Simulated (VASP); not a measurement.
**SiC: elastic constants with LDA**

SiC:

```
CELL_PARAMETERS angstrom
3.05842 0.00000 0.00000
-1.52921 2.64867 0.00000
0.00000 0.00000 10.01210
ATOMIC_POSITIONS crystal
Si 0.66667 0.33333 0.93784
Si 0.33333 0.66667 0.43784
Si 0.00000 0.00000 0.68790
Si 0.00000 0.00000 0.18790
C 0.66667 0.33333 0.74981
C 0.33333 0.66667 0.24981
C 0.00000 0.00000 0.50045
C 0.00000 0.00000 0.00045
```

- Program: VASP 6.6.1
- Task: elastic constants
- Functional: LDA
- Potentials or basis: VASP PAW LDA potentials, release 64 (Si, C)
- Cutoff: 600 eV
- k mesh: 10 × 10 × 3
- Occupations: gaussian, width 0.01 eV
- Spin: no spin polarisation
- Dipole correction: no
- Ions in elastic constants: relaxed
- Further INCAR settings: ALGO = Normal; EDIFF = 1e-08; IBRION = 6; POTIM = 0.015; NSW = 1; ISIF = 3

```
Voigt bulk modulus                                      : 230 GPa
Highest phonon frequency at Γ, LO-TO splitting left out : 922 cm⁻¹
```

Phonon frequencies in cm⁻¹ (negative: imaginary):
```
              q point                                                                                frequencies
(0.000, 0.000, 0.000)  0 0 0 191 191 199 199 258 258 401 409 607 773 773 781 781 785 789 789 800 800 841 913 922
```

Elastic tensor in Voigt notation (GPa, in the Cartesian axes of the cell as first typed):
```
515 118  59   0   0   0
118 515  59   0   0   0
 59  59 566   0   0   0
  0   0   0 162   0   0
  0   0   0   0 162   0
  0   0   0   0   0 198
```

Clamped-ion elastic tensor (GPa):
```
566  90  37   0   0   0
 90 566  37   0   0   0
 37  37 610   0   0   0
  0   0   0 175   0   0
  0   0   0   0 175   0
  0   0   0   0   0 238
```

Wall time 55 min on 1 thread of Oxide Virtual Turin-like Processor, on a shared host, peak memory 0.47 GiB.
